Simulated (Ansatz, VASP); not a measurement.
# Pd in VASP and in Ansatz

```
Pd
1.0
     3.11610    0.00000    0.00000
     0.00000    3.11610    0.00000
     0.00000    0.00000    3.11610
Pd
2
Direct
  0.00000 0.00000 0.00000
  0.50000 0.50000 0.50000
```

Alike in both runs: task single point; functional revPBE; k mesh 11 × 11 × 11; occupations fermi-dirac, width 0.05 eV; collinear spin.

|  | VASP | Ansatz |
| --- | --- | --- |
| version | VASP 6.6.1 | Ansatz 0.2.0 |
| potentials or method | VASP PAW PBE potentials, release 64 (Pd), cutoff 520 eV | plane waves (420 eV) with PAW, scalar-relativistic |
| valence electrons in the cell | 20 | 36 |

|  | VASP | Ansatz | Ansatz less VASP |
| --- | --- | --- | --- |
| pressure (GPa) | 6.6 | 6.9 | +0.32 |
| net moment per atom (μB) | 0.00 | 0.00 | 0.000 |

VASP's potentials were made for PBE, not for revPBE. VASP's potentials hold 20 valence electrons a cell and Ansatz's 36, so a difference there can come from the potentials and not from the codes. Ansatz's warnings: seeded moment not kept.
